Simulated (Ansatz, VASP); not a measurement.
## BN: VASP beside Ansatz

```xyz
2
Lattice="0.0000 1.7905 1.7905 1.7905 0.0000 1.7905 1.7905 1.7905 0.0000" Properties=species:S:1:pos:R:3 pbc="T T T"
B     0.0000    0.0000    0.0000
N     2.6858    2.6858    2.6858
```

Alike in both runs: functional LDA; k mesh 10 × 10 × 10; occupations gaussian, width 0.1 eV; no spin polarisation.

Ansatz relaxed the structure, and its values are those at the end. VASP's run is a single point on that final structure, the one shown.

|  | VASP | Ansatz |
| --- | --- | --- |
| version | VASP 6.6.1 | Ansatz 0.2.0 |
| potentials or method | VASP PAW LDA potentials, release 64 (B, N), cutoff 600 eV | scalar-relativistic, plane waves, PAW |
| valence electrons in the cell | 8 | 8 |

```csv
,VASP,Ansatz,Ansatz less VASP
gap on the k mesh at the Fermi level (eV),4.38,4.39,+0.014
least direct gap on the mesh (eV),8.82,8.83,+0.010
pressure (GPa),0.6,-0.2,-0.78
```

LDA's correlation is that of Perdew and Zunger in VASP and of Perdew and Wang (1992) in Ansatz.
